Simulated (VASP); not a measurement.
# BiTe (Fm-3m) in VASP: a series of runs

BiTe is run at these levels: PBEsol; tasks: relaxation of cell and atoms, single point.

Everything below comes from runs of VASP 6.6.1. Logs are shortened: lines on timing, memory, paths and dates and some standing lists are left out, and cuts for length are marked.

**1. The cell of the first run**

Symmetry: Fm-3m, No. 225, cubic system. The conventional cell has a = 6.394 Å, b = 6.394 Å, c = 6.394 Å, α = 90.00°, β = 90.00°, γ = 90.00°. Bi (site symmetry m-3m) has 6 Te at 3.20 Å within 4.2 Å. Within 4.2 Å of Te (site symmetry m-3m) lie 6 Bi at 3.20 Å.

**2. Relaxation of cell and atoms, PBEsol**

INCAR reads:

```
  ALGO = Normal
  EDIFF = 1E-6
  EDIFFG = -0.001
  ENCUT = 600
  GGA = PS
  IBRION = 2
  ISIF = 3
  ISMEAR = -1
  LASPH = T
  LCHARG = F
  LREAL = F
  LWAVE = F
  NELM = 100
  NSW = 80
  PREC = Accurate
  SIGMA = 0.15
```

KPOINTS reads:

```
k-points
0
Gamma
  12 12 12
```

POSCAR reads:

```
BiTe
1.0
    0.0000000000      3.1971538327      3.1971538327
    3.1971538327      0.0000000000      3.1971538327
    3.1971538327      3.1971538327      0.0000000000
Bi Te
1 1
Direct
    0.0000000000      0.0000000000      0.0000000000
    0.5000000000      0.5000000000      0.5000000000
```

Potentials or basis: VASP PAW PBE potentials, release 64 (Bi_d, Te).

Launch:

```
cat potpaw_PBE.64/Bi_d/POTCAR potpaw_PBE.64/Te/POTCAR > POTCAR
mpirun -np 1 vasp_std > vasp.out
```

OUTCAR:

```text
EDIFF = 1E-6
   EDIFFG = -0.001
   ENCUT = 600
   GGA = PS
   IBRION = 2
   ISIF = 3
   ISMEAR = -1
   LASPH = T
   LREAL = F
   NELM = 100
   NSW = 80
   PREC = Accurate

 ion  position               nearest neighbor table
   1  0.000  0.000  0.000-   2 3.20   2 3.20   2 3.20   2 3.20   2 3.20   2 3.20
   2  0.500  0.500  0.500-   1 3.20   1 3.20   1 3.20   1 3.20   1 3.20   1 3.20

  LATTYP: Found a face centered cubic cell.
 ALAT       =     6.3943076654

  Lattice vectors:

 A1 = (   0.0000000000,   3.1971538327,   3.1971538327)
 A2 = (   3.1971538327,   0.0000000000,   3.1971538327)
 A3 = (   3.1971538327,   3.1971538327,   0.0000000000)

Analysis of symmetry for initial positions (statically):
=====================================================================
 Subroutine PRICEL returns:
 Original cell was already a primitive cell.

 Routine SETGRP: Setting up the symmetry group for a
 face centered cubic supercell.

 Subroutine GETGRP returns: Found 48 space group operations
 (whereof 48 operations were pure point group operations)
 out of a pool of 48 trial point group operations.

The static configuration has the point symmetry O_h .

Analysis of symmetry for dynamics (positions and initial velocities):
=====================================================================
 Subroutine PRICEL returns:
 Original cell was already a primitive cell.

 Routine SETGRP: Setting up the symmetry group for a
 face centered cubic supercell.

 Subroutine GETGRP returns: Found 48 space group operations
 (whereof 48 operations were pure point group operations)
 out of a pool of 48 trial point group operations.

The dynamic configuration has the point symmetry O_h .

 Subroutine INISYM returns: Found 48 space group operations
 (whereof 48 operations are pure point group operations),
 and found     1 'primitive' translations

----------------------------------------------------------------------------------------

                                     Primitive cell

  volume of cell :      65.3613

  direct lattice vectors                    reciprocal lattice vectors
     0.000000000  3.197153833  3.197153833    -0.156389097  0.156389097  0.156389097
     3.197153833  0.000000000  3.197153833     0.156389097 -0.156389097  0.156389097
     3.197153833  3.197153833  0.000000000     0.156389097  0.156389097 -0.156389097

  length of vectors
     4.521458311  4.521458311  4.521458311     0.270873861  0.270873861  0.270873861

  position of ions in fractional coordinates (direct lattice)
     0.000000000  0.000000000  0.000000000
     0.500000000  0.500000000  0.500000000

  ion indices of the primitive-cell ions
   primitive index   ion index
                 1           1
                 2           2

----------------------------------------------------------------------------------------

 KPOINTS: k-points

Automatic generation of k-mesh.
 Grid dimensions read from file:
 generate k-points for:   12   12   12

 Generating k-lattice:

  Cartesian coordinates                     Fractional coordinates (reciprocal lattice)
    -0.013032425  0.013032425  0.013032425     0.083333333  0.000000000  0.000000000
     0.013032425 -0.013032425  0.013032425     0.000000000  0.083333333  0.000000000
     0.013032425  0.013032425 -0.013032425     0.000000000  0.000000000  0.083333333

  Length of vectors
     0.022572822  0.022572822  0.022572822

  Shift w.r.t. Gamma in fractional coordinates (k-lattice)
     0.000000000  0.000000000  0.000000000

 Subroutine IBZKPT returns following result:
 ===========================================

 Found     72 irreducible k-points:

 Following reciprocal coordinates:
            Coordinates               Weight
  0.000000  0.000000  0.000000      1.000000
  0.083333  0.000000  0.000000      8.000000
  0.166667  0.000000  0.000000      8.000000
  0.250000  0.000000  0.000000      8.000000
  0.333333  0.000000  0.000000      8.000000
  0.416667  0.000000  0.000000      8.000000
[... 16 lines left out ...]
  0.500000  0.166667  0.000000     24.000000
 -0.416667  0.166667  0.000000     24.000000
 [... further k-points ...]
   k-points           NKPTS =     72   k-points in BZ     NKDIM =     72   number of bands    NBANDS=     14
   number of dos      NEDOS =    301   number of ions     NIONS =      2
   total plane-waves  NPLWV =  46656
   dimension x,y,z NGX =    36 NGY =   36 NGZ =   36
   dimension x,y,z NGXF=    72 NGYF=   72 NGZF=   72
   ions per type =               1   1
   NGX,Y,Z   is equivalent  to a cutoff of  13.24, 13.24, 13.24 a.u.
   NGXF,Y,Z  is equivalent  to a cutoff of  26.47, 26.47, 26.47 a.u.
 SYSTEM =  unknown system
   PREC   = accura    normal or accurate (medium, high low for compatibility)
   ISTART =      0    job   : 0-new  1-cont  2-samecut
   ICHARG =      2    charge: 1-file 2-atom 10-const
   ISPIN  =      1    spin polarized calculation?
   LNONCOLLINEAR =      F non collinear calculations
   LSORBIT =      F    spin-orbit coupling
   LASPH  =      T    aspherical Exc in radial PAW
   ENCUT  =  600.0 eV  44.10 Ry    6.64 a.u.   9.03  9.03  9.03*2*pi/ulx,y,z
   NELM   =    100;   NELMIN=  2; NELMDL= -5     # of ELM steps
   EDIFF  = 0.1E-05   stopping-criterion for ELM
   LREAL  =      F    real-space projection
   EDIFFG = -.1E-02   stopping-criterion for IOM
   NSW    =     80    number of steps for IOM
   IBRION =      2    ionic relax: 0-MD 1-quasi-New 2-CG
   NFREE  =      1    steps in history (QN), initial steepest desc. (CG)
   ISIF   =      3    stress and relaxation
   ISYM   =      2    0-nonsym 1-usesym 2-fastsym
   POTIM  = 0.5000    time-step for ionic-motion
   TEBEG  =    0.0;   TEEND  =   0.0 temperature during run
   PSTRESS=    0.0 pullay stress
   NELECT =      21.0000    total number of electrons
   NUPDOWN=      -1.0000    fix difference up-down
   EMIN   =  10.00;   EMAX   =-10.00  energy-range for DOS
   EFERMI =   0.00;   METHOD = LEGACY
   ISMEAR =    -1;   SIGMA  =   0.15  broadening in eV -4-tet -1-fermi 0-gaus
   EFERMI_NEDOS =   21; number of points for ismear=-14 and -15
   IALGO  =     38    algorithm
   IMIX   =      4    mixing-type and parameters
     AMIX     =   0.40;   BMIX     =  1.00
     AMIX_MAG =   1.60;   BMIX_MAG =  1.00
  volume/ion in A,a.u.               =      32.68       220.54
  Fermi-wavevector in a.u.,A,eV,Ry     =   1.121264  2.118881 17.105681  1.257232
  Thomas-Fermi vector in A             =   2.257916
   LORBIT       =      0    0 simple, 1 ext, 2 COOP (PROOUT), +10 PAW based schemes
   GGA     = PS    functional components
   LHFCALC =     F    Hartree Fock is set to
   AEXX    =    0.0000 exact exchange contribution
   IVDW    =     0    specifies the selected vdW correction
   LEPSILON=     F    determine dielectric tensor
   LRPA    =     F    only Hartree local field effects (RPA)
 conjugate gradient relaxation of ions
 non-spin polarized calculation
  energy-cutoff  :      600.00
  volume of cell :       65.36
 maximum number of plane-waves:      2202
   NGX = 19   NGY = 19   NGZ = 19

--------------------------------------- Ionic step        1  -------------------------------------------

 number of electron      21.0000004 magnetization

 Free energy of the ion-electron system (eV)
  ---------------------------------------------------
  ext. energy  EPLUGINS =         0.00000000
  ---------------------------------------------------
  free energy    TOTEN  =        -8.03853597 eV

  energy without entropy =       -7.93986911  energy(sigma->0) =       -7.98920254

------------------------ aborting loop because EDIFF is reached ----------------------------------------

  FORCE on cell =-STRESS in cart. coord.  units (eV):
  Direction    XX          YY          ZZ          XY          YZ          ZX
  --------------------------------------------------------------------------------------
  -------------------------------------------------------------------------------------
  Total        0.0783945      0.0783945      0.0783945      0.0000000     -0.0000000      0.0000000
  in kB        1.9216545      1.9216545      1.9216545      0.0000000     -0.0000000      0.0000000
  external PRESSURE =       1.9216545 kB  Pullay stress =       0.0000000 kB

 VOLUME and BASIS-vectors are now :
 -----------------------------------------------------------------------------
  energy-cutoff  :      600.00
  volume of cell :       65.36
      direct lattice vectors                 reciprocal lattice vectors
     0.000000000  3.197153833  3.197153833    -0.156389097  0.156389097  0.156389097
     3.197153833  0.000000000  3.197153833     0.156389097 -0.156389097  0.156389097
     3.197153833  3.197153833  0.000000000     0.156389097  0.156389097 -0.156389097
[... 37 lines left out ...]
 POSITION                                       TOTAL-FORCE (eV/Angst)
 -----------------------------------------------------------------------------------
      3.20320     -0.00000      3.20320        -0.000000      0.000000     -0.000000
      3.20320      3.20320      3.20320         0.000000     -0.000000      0.000000
 -----------------------------------------------------------------------------------
    total drift:                                0.000000      0.000000      0.000000

  FREE ENERGIE OF THE ION-ELECTRON SYSTEM (eV)
  ---------------------------------------------------
  free  energy   TOTEN  =        -8.0386039632 eV

  energy  without entropy=       -7.9392480414  energy(sigma->0) =       -7.98892600

--------------------------------------- Ionic step        3  -------------------------------------------

 number of electron      21.0000004 magnetization

 Free energy of the ion-electron system (eV)
  ---------------------------------------------------
  ext. energy  EPLUGINS =         0.00000000
  ---------------------------------------------------
  free energy    TOTEN  =        -8.03866179 eV

  energy without entropy =       -7.93959161  energy(sigma->0) =       -7.98912670

 E-fermi :   6.8879     XC(G=0):  -9.7351

 val. band max:        6.8377747612   @ k =  -0.4167   0.2500   0.0833
 cond. band min:       6.8906431775   @ k =   0.3333   0.0000   0.0000
 fundamental gap:      0.0528684164
 Fermi energy:         6.8879471185

 k-point     1 :       0.0000    0.0000    0.0000
  band No.  band energies     occupation
      1     -16.1978      2.00000
      2     -16.1978      2.00000
      3     -16.1913      2.00000
      4     -16.1913      2.00000
      5     -16.1913      2.00000
      6      -6.8770      2.00000
      7      -1.1377      2.00000
      8       4.2681      2.00000
      9       4.2681      2.00000
     10       4.2681      2.00000
     11       9.0991      0.00000
     12       9.0991      0.00000
     13       9.0991      0.00000
     14      11.4695      0.00000

 k-point     2 :       0.0833    0.0000    0.0000
  band No.  band energies     occupation
      1     -16.1981      2.00000
      2     -16.1981      2.00000
      3     -16.1912      2.00000
      4     -16.1909      2.00000
      5     -16.1909      2.00000
      6      -6.8121      2.00000
      7      -1.3121      2.00000
      8       4.2884      2.00000
      9       4.2884      2.00000
     10       4.3434      2.00000
[... 362 lines left out ...]
 k-point    24 :      -0.4167    0.1667    0.0000
  band No.  band energies     occupation
      1     -16.2048      2.00000
      2     -16.2014      2.00000
      3     -16.1881      2.00000
      4     -16.1845      2.00000
      5     -16.1831      2.00000
      6      -4.7906      2.00000
      7      -4.2948      2.00000
      8       2.9083      2.00000
      9       4.2691      2.00000
     10       4.3986      2.00000
     11       7.0799      0.43527
     12       7.1037      0.38367
     13       8.8652      0.00000
     14      12.9847      0.00000

 [... further k-points ...]

------------------------ aborting loop because EDIFF is reached ----------------------------------------

  FORCE on cell =-STRESS in cart. coord.  units (eV):
  Direction    XX          YY          ZZ          XY          YZ          ZX
  --------------------------------------------------------------------------------------
  -------------------------------------------------------------------------------------
  Total        0.0002300      0.0002300      0.0002300      0.0000000      0.0000000     -0.0000000
  in kB        0.0056188      0.0056188      0.0056188      0.0000000      0.0000000     -0.0000000
  external PRESSURE =       0.0056188 kB  Pullay stress =       0.0000000 kB

 VOLUME and BASIS-vectors are now :
 -----------------------------------------------------------------------------
  energy-cutoff  :      600.00
  volume of cell :       65.58
      direct lattice vectors                 reciprocal lattice vectors
     0.000000000  3.200698517  3.200698517    -0.156215900  0.156215900  0.156215900
     3.200698517 -0.000000000  3.200698517     0.156215900 -0.156215900  0.156215900
     3.200698517  3.200698517  0.000000000     0.156215900  0.156215900 -0.156215900

 POSITION                                       TOTAL-FORCE (eV/Angst)
 -----------------------------------------------------------------------------------
      0.00000      0.00000      0.00000        -0.000000      0.000000     -0.000000
      3.20070      3.20070      3.20070         0.000000     -0.000000      0.000000
 -----------------------------------------------------------------------------------
    total drift:                               -0.000000      0.000000      0.000000

  FREE ENERGIE OF THE ION-ELECTRON SYSTEM (eV)
  ---------------------------------------------------
  free  energy   TOTEN  =        -8.0386617867 eV

  energy  without entropy=       -7.9395916149  energy(sigma->0) =       -7.98912670

 reached required accuracy - stopping structural energy minimisation
```

Wall time 2 min (1 thread of Intel Xeon 6975P-C, shared host); peak memory 0.28 GiB.

Results:

```
Free energy                            : -8.0387 eV
Relaxed volume                         : 32.79 Å³/atom
Relaxed cell                           : a = 4.526 Å, b = 4.526 Å, c = 4.526 Å, α = 60.00°, β = 60.00°, γ = 60.00°
Space group after relaxing (to 0.05 Å) : Fm-3m (No. 225)
Energy gained by relaxing              : 0.1 meV/atom
Ionic steps                            : 3
Pressure after relaxing                : 0.0 GPa
```

Step by step:
```csv
step,energy change (eV),largest force (eV/Å),pressure (GPa),volume (Å³)
1,0.0000,0.0000,0.19,65.36
2,-0.0001,0.0000,-0.12,65.73
3,-0.0001,0.0000,0.00,65.58
```

Final structure:
```
Bi Te
1.0
     0.00000    3.20070    3.20070
     3.20070    0.00000    3.20070
     3.20070    3.20070    0.00000
Bi Te
1 1
Direct
  0.00000 0.00000 0.00000
  0.50000 0.50000 0.50000
```

Levels at points of the mesh, in eV from the Fermi level:
| k point | band 6 | band 7 | band 8 | band 9 | band 10 | band 11 | band 12 | band 13 | band 14 |
| --- | --- | --- | --- | --- | --- | --- | --- | --- | --- |
| (0.00, 0.00, 0.00) | -13.76 | -8.03 | -2.62 | -2.62 | -2.62 | 2.21 | 2.21 | 2.21 | 4.58 |
| (0.50, 0.00, 0.00) | -11.71 | -11.38 | -1.97 | -1.97 | -1.60 | -0.88 | -0.69 | -0.69 | 7.31 |
| (0.50, 0.50, 0.00) | -11.90 | -9.97 | -5.90 | -4.17 | -4.17 | 2.05 | 3.74 | 3.74 | 5.19 |

Caveat: the PAW data sets were made with another functional, which shifts forces and pressure a little; spin-orbit coupling is left out, which moves the levels of the heavy elements. Zero-point motion and thermal expansion aren't in these numbers.

**3. Single point, PBEsol**

This run uses another cell than the first one: it holds 4 atoms, not 2.

INCAR reads:

```
PREC = Accurate ; ENCUT = 520
EDIFF = 1E-6 ; ISMEAR = 0
SIGMA = 0.15 ; LREAL = False
LASPH = True ; NELM = 60
ALGO = Normal ; ISIF = 2
LWAVE = False ; LCHARG = False
GGA = PS ; NBANDS = 29
```

KPOINTS reads:

```
Automatic mesh
0
Gamma
  8 8 6
```

POSCAR reads:

```
BiTe
1.0
    0.0000000000     -3.1971538320     -3.1971538320
    0.0000000000      3.1971538320     -3.1971538320
    6.3943076639      0.0000000000      0.0000000000
Bi Te
2 2
Direct
    0.5000000000      0.5000000000      0.5000000000
    0.0000000000      0.0000000000      0.0000000000
    0.5000000000      0.5000000000      0.0000000000
    0.0000000000      0.0000000000      0.5000000000
```

Potentials or basis: VASP PAW PBE potentials, release 64 (Bi_d, Te).

Launch:

```
cat potpaw_PBE.64/Bi_d/POTCAR potpaw_PBE.64/Te/POTCAR > POTCAR
mpirun -np 1 vasp_std > vasp.out
```

It took 84 s on 1 thread of Intel Xeon 6975P-C (Granite Rapids), shared host; peak memory 0.35 GiB.

It converged, with:

```
Free energy            : -16.0016 eV
Pressure               : -0.1 GPa
Band gap on the k mesh : zero (band 21 reaches 9.41 eV, above the bottom of band 22 at 6.05 eV)
```

Levels at points of the mesh, in eV from the Fermi level:
```csv
k point,band 19,band 20,band 21,band 22,band 23,band 24
"(0.00, 0.00, 0.00)",-2.61,-2.61,2.06,2.25,2.25,2.25
"(0.50, 0.00, 0.00)",-2.12,-2.12,-0.08,-0.08,0.04,0.04
"(0.50, 0.50, 0.00)",-4.16,-4.16,2.06,2.06,3.78,3.78
"(0.00, 0.00, 0.50)",-2.84,-2.84,0.92,0.92,2.84,2.84
"(0.50, 0.00, 0.50)",-1.58,-1.58,-0.85,-0.85,-0.66,-0.66
"(0.50, 0.50, 0.50)",-1.58,-1.58,-0.25,-0.25,4.05,4.05
```

Caveat: the PAW data sets were made with another functional, which shifts forces and pressure a little; spin-orbit coupling is left out, which moves the levels of the heavy elements.
